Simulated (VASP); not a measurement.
The system is AlB2H2.

```
CELL_PARAMETERS angstrom
-1.45527 2.09061 3.24081
1.45527 -2.09061 3.24081
1.45527 2.09061 -3.24081
ATOMIC_POSITIONS crystal
Al 0.00000 0.00000 0.00000
B 0.29500 0.79500 0.50000
B 0.70500 0.20500 0.50000
H 0.30000 0.50000 0.80000
H 0.70000 0.50000 0.20000
```

The cell was built from a structure type or drawn by symmetry, and may not be a known phase.

```yaml
Program: VASP 6.6.1
Task: relaxation of cell and atoms
Functional: PBE
Potentials_or_basis: VASP PAW PBE potentials, release 64 (Al, B, H)
Cutoff: 600 eV
k_mesh: 8 × 8 × 8
Occupations: gaussian, width 0.1 eV
Spin: no spin polarisation
```

At the start: pressure -8.3 GPa; volume 7.89 Å³/atom.

Problem. Where does the relaxation end?

Solution. Over 49 steps the energy falls by 418.7 meV/atom and the volume is 7.74 Å³/atom (-1.9 %); space group Immm (No. 71, to 0.1 Å) before and after.

The path:
```csv
step,energy change (eV),largest force (eV/Å),pressure (GPa),volume (Å³)
1,0.0000,0.1400,-8.33,39.44
3,-0.1267,0.2428,1.49,35.65
5,-0.2290,0.3036,2.57,35.13
7,-0.2695,0.5325,0.53,35.69
9,-0.8935,1.8807,-7.43,39.85
11,-1.0176,1.8289,-7.85,40.45
13,-1.1913,0.8964,-7.87,41.65
15,-1.2054,0.2549,-7.57,42.07
17,-1.2902,0.9653,-0.67,39.14
19,-1.3365,0.1642,1.90,37.44
21,-1.3766,0.5636,-1.22,38.02
23,-1.4269,0.8225,-0.97,38.09
25,-1.4750,1.6116,-0.09,38.16
27,-1.5228,1.9710,-0.05,38.23
29,-1.6309,3.9086,4.53,38.18
31,-1.6806,3.1783,2.67,38.30
33,-1.7334,2.6501,3.73,38.41
35,-1.8293,1.2922,0.99,38.52
37,-1.8931,1.2504,-2.26,38.62
39,-2.0525,0.4035,-0.01,38.03
41,-2.0615,0.3979,1.07,37.91
43,-2.0742,0.1787,1.46,37.98
45,-2.0899,0.1517,0.47,38.55
47,-2.0926,0.0408,-0.08,38.70
49,-2.0933,0.0285,0.06,38.69
```

Final structure:
```
CELL_PARAMETERS angstrom
-1.88273 2.06737 2.48515
1.88273 -2.06737 2.48515
1.88273 2.06737 -2.48515
ATOMIC_POSITIONS crystal
Al 0.00000 0.00000 0.00000
B 0.33232 0.83232 0.50000
B 0.66768 0.16768 0.50000
H 0.40216 0.50000 0.90216
H 0.59784 0.50000 0.09784
```
